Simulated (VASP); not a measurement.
# Se (R-3m) in VASP: notebook, part 2 of 2

VASP 6.6.1.

## (4) Single point, PBE (volume scaled by 0.4)

The input, INCAR:

```
SYSTEM = Se
  PREC = Accurate
  ENCUT = 520
  EDIFF = 1E-7
  ISMEAR = -1
  SIGMA = 0.08
  LREAL = .False.
  LASPH = .True.
  NELM = 80
  ALGO = Normal
  ISIF = 2
  LWAVE = .False.
  LCHARG = .False.
  GGA = PE
  NBANDS = 13
```

The input, KPOINTS:

```
regular mesh
0
Gamma
  13 13 13
  0 0 0
```

The input, POSCAR:

```
Se
1.0
    1.4742787614     -0.8511752398      2.4097320053
    0.0000000000      1.7023504796      2.4097320053
   -1.4742787614     -0.8511752398      2.4097320053
Se
2
Direct
    0.2500000000      0.2500000000      0.2500000000
   -0.2500000000     -0.2500000000     -0.2500000000
```

Potentials or basis: VASP PAW PBE potentials, release 64 (Se).

Command:

```
$ cat potpaw_PBE.64/Se/POTCAR > POTCAR
$ mpirun -np 1 vasp_std > vasp.out
```

OUTCAR:

```text
SYSTEM = Se
   PREC = Accurate
   ENCUT = 520
   EDIFF = 1E-7
   ISMEAR = -1
   LREAL = .False.
   LASPH = .True.
   NELM = 80
   ISIF = 2
   GGA = PE

 ion  position               nearest neighbor table
   1  0.250  0.250  0.250-   2 2.09   2 2.09   2 2.09   2 2.09   2 2.09   2 2.09
   2  0.750  0.750  0.750-   1 2.09   1 2.09   1 2.09   1 2.09   1 2.09   1 2.09

  LATTYP: Found a trigonal (rhomboedric) cell.
 ALAT       =     2.9503907356
 COS(alpha) =     0.5006211527

  Lattice vectors:

 A1 = (   1.4742787614,  -0.8511752398,   2.4097320053)
 A2 = (   0.0000000000,   1.7023504796,   2.4097320053)
 A3 = (  -1.4742787614,  -0.8511752398,   2.4097320053)

Analysis of symmetry for initial positions (statically):
=====================================================================
 Subroutine PRICEL returns following result:

  LATTYP: Found a trigonal (rhomboedric) cell.
 ALAT       =     2.0855932584
 COS(alpha) =     0.0006215388

  Lattice vectors:

 A1 = (   1.4742787614,   0.8511752398,   1.2048660027)
 A2 = (  -1.4742787614,   0.8511752398,   1.2048660026)
 A3 = (   0.0000000000,  -1.7023504796,   1.2048660027)
[... 185 lines left out ...]
 fundamental gap:      0.0141344863
 Fermi energy:        20.4280721450

 k-point     1 :       0.0000    0.0000    0.0000
  band No.  band energies     occupation
      1      -8.4722      2.00000
      2      12.9128      2.00000
      3      12.9405      2.00000
      4      12.9405      2.00000
      5      18.6512      2.00000
      6      21.8650      0.00000
      7      21.8918      0.00000
      8      21.8918      0.00000
      9      24.1673      0.00000
     10      24.1673      0.00000
     11      24.1735      0.00000
     12      26.7913      0.00000
     13      26.7913      0.00000
[... 354 lines left out ...]
  band No.  band energies     occupation
      1      -3.6173      2.00000
      2       0.8987      2.00000
      3      10.0967      2.00000
      4      10.5555      2.00000
      5      13.2297      2.00000
      6      19.3360      2.00000
      7      22.3995      0.00000
      8      22.4965      0.00000
      9      25.1807      0.00000
     10      33.2984      0.00000
     11      34.1228      0.00000
     12      34.7084      0.00000
     13      34.7312      0.00000

 [... further k-points ...]
[... 5 lines left out ...]
  --------------------------------------------------------------------------------------
  -------------------------------------------------------------------------------------
  Total       46.2185912     46.2185912     46.2620318     -0.0000000     -0.0000000      0.0000000
  in kB     4081.3956613   4081.3956617   4085.2317458     -0.0000000     -0.0000000      0.0000000
  external PRESSURE =    4082.6743563 kB  Pullay stress =       0.0000000 kB

 VOLUME and BASIS-vectors are now :
 -----------------------------------------------------------------------------
  energy-cutoff  :      520.00
  volume of cell :       18.14
      direct lattice vectors                 reciprocal lattice vectors
     1.474278761 -0.851175240  2.409732005     0.339148886 -0.195807701  0.138327969
     0.000000000  1.702350480  2.409732005     0.000000000  0.391615402  0.138327969
    -1.474278761 -0.851175240  2.409732005    -0.339148886 -0.195807701  0.138327969

 POSITION                                       TOTAL-FORCE (eV/Angst)
 -----------------------------------------------------------------------------------
      0.00000      0.00000      1.80730         0.000000      0.000000     -0.000000
      0.00000      0.00000      5.42190         0.000000     -0.000000      0.000000
 -----------------------------------------------------------------------------------
    total drift:                               -0.000000      0.000000      0.000000

  FREE ENERGIE OF THE ION-ELECTRON SYSTEM (eV)
  ---------------------------------------------------
  free  energy   TOTEN  =         9.5430367588 eV

  energy  without entropy=        9.5567685032  energy(sigma->0) =        9.54990263
```

It took 16 s on 1 thread of Intel Xeon 6975P-C (Granite Rapids), shared host; peak memory 0.17 GiB.

Results:

```
Free energy            : 9.5430 eV
Pressure               : 408.3 GPa
Band gap on the k mesh : zero (band 6 reaches 22.00 eV, above the bottom of band 7 at 18.67 eV)
```

Stress tensor (GPa, compression positive):
```
408.14   0.00   0.00
  0.00 408.14   0.00
  0.00   0.00 408.52
```

Levels at points of the mesh, in eV from the Fermi level:
```tsv
k point	band 4	band 5	band 6	band 7	band 8	band 9
(0.00, 0.00, 0.00)	-7.49	-1.78	1.44	1.46	1.46	3.74
```

## (5) Single point, PBE (volume scaled by 0.5)

The input, INCAR:

```
SYSTEM = Se
  ALGO = Normal
  EDIFF = 1E-7
  ENCUT = 520
  GGA = PE
  ISIF = 2
  ISMEAR = -1
  LASPH = .TRUE.
  LCHARG = .FALSE.
  LREAL = .FALSE.
  LWAVE = .FALSE.
  NBANDS = 13
  NELM = 80
  PREC = Accurate
  SIGMA = 0.08
```

The input, KPOINTS:

```
k-points
0
G
  13 13 13
  0 0 0
```

The input, POSCAR:

```
Se
1.0
    1.5881186532     -0.9169007319      2.5958051130
    0.0000000000      1.8338014639      2.5958051130
   -1.5881186532     -0.9169007319      2.5958051130
Se
2
Direct
    0.2500000000      0.2500000000      0.2500000000
   -0.2500000000     -0.2500000000     -0.2500000000
```

Command:

```
$ cat potpaw_PBE.64/Se/POTCAR > POTCAR
$ mpirun -np 1 vasp_std > vasp.out
```

Wall time 17 s (1 thread of Intel Xeon 6975P-C (Granite Rapids), shared host); peak memory 0.18 GiB.

It converged, with:

```yaml
Free_energy: 1.4269 eV
Pressure: 198.1 GPa
Band_gap_on_the_k_mesh: zero (band 6 reaches 18.24 eV, above the bottom of band 7 at 13.30 eV)
```

Stress tensor (GPa, compression positive):
```
198.03   0.00   0.00
  0.00 198.03   0.00
  0.00   0.00 198.26
```

Levels at points of the mesh, in eV from the Fermi level:
```csv
k point,band 2,band 3,band 4,band 5,band 6,band 7,band 8,band 9,band 10,band 11
"(0.00, 0.00, 0.00)",-6.63,-6.61,-6.61,-5.25,2.50,2.52,2.52,2.80,2.80,2.81
```

## (6) Single point, PBE (volume scaled by 0.6)

The input, INCAR:

```
PREC = Accurate
ENCUT = 520
EDIFF = 1E-6
ISMEAR = -1
SIGMA = 0.08
LREAL = False
LASPH = True
NELM = 80
ALGO = Normal
ISIF = 2
LWAVE = False
LCHARG = False
GGA = PE
NBANDS = 13
```

The input, KPOINTS:

```
Automatic mesh
0
Gamma
  13 13 13
```

The input, POSCAR:

```
Se
1.0
    1.6876278957     -0.9743524199      2.7584545472
    0.0000000000      1.9487048398      2.7584545472
   -1.6876278957     -0.9743524199      2.7584545472
Se
2
Direct
    0.2500000000      0.2500000000      0.2500000000
   -0.2500000000     -0.2500000000     -0.2500000000
```

Potentials or basis: VASP PAW PBE potentials, release 64 (Se).

Command:

```
$ cat potpaw_PBE.64/Se/POTCAR > POTCAR
$ mpirun -np 1 vasp_std > vasp.out
```

It took 30 s on 1 thread of Intel Xeon 6975P-C (Granite Rapids), shared host; peak memory 0.2 GiB.

Results (log left out):

```yaml
Free_energy: -2.7193 eV
Pressure: 105.3 GPa
Band_gap_on_the_k_mesh: zero (band 6 reaches 14.61 eV, above the bottom of band 7 at 9.69 eV)
```

Stress tensor (GPa, compression positive):
```
105.24   0.00   0.00
  0.00 105.24   0.00
  0.00   0.00 105.37
```

Levels at points of the mesh, in eV from the Fermi level:
```tsv
k point	band 4	band 5	band 6	band 7	band 8	band 9
(0.00, 0.00, 0.00)	-5.82	-5.82	2.18	2.18	2.19	3.34
```

## (7) Overview

| cell | gap on the mesh (eV) | pressure (GPa) |
| --- | --- | --- |
| a = 4.004 Å, angles 60.0°, 2 atoms | none | 0.0 |
| a = 2.950 Å, angles 60.0°, 2 atoms | none | 408.3 |
| a = 3.178 Å, angles 60.0°, 2 atoms | none | 198.1 |
| a = 3.377 Å, angles 60.0°, 2 atoms | none | 105.3 |

Alike in all rows: task single point; level PBE; potentials or basis VASP PAW PBE potentials, release 64 (Se); no spin polarisation; k mesh 13 × 13 × 13; cutoff (eV) 520; smearing fermi-dirac 0.08 eV.

Total energies depend on the potentials used, so only differences within one code and one set of settings carry meaning.
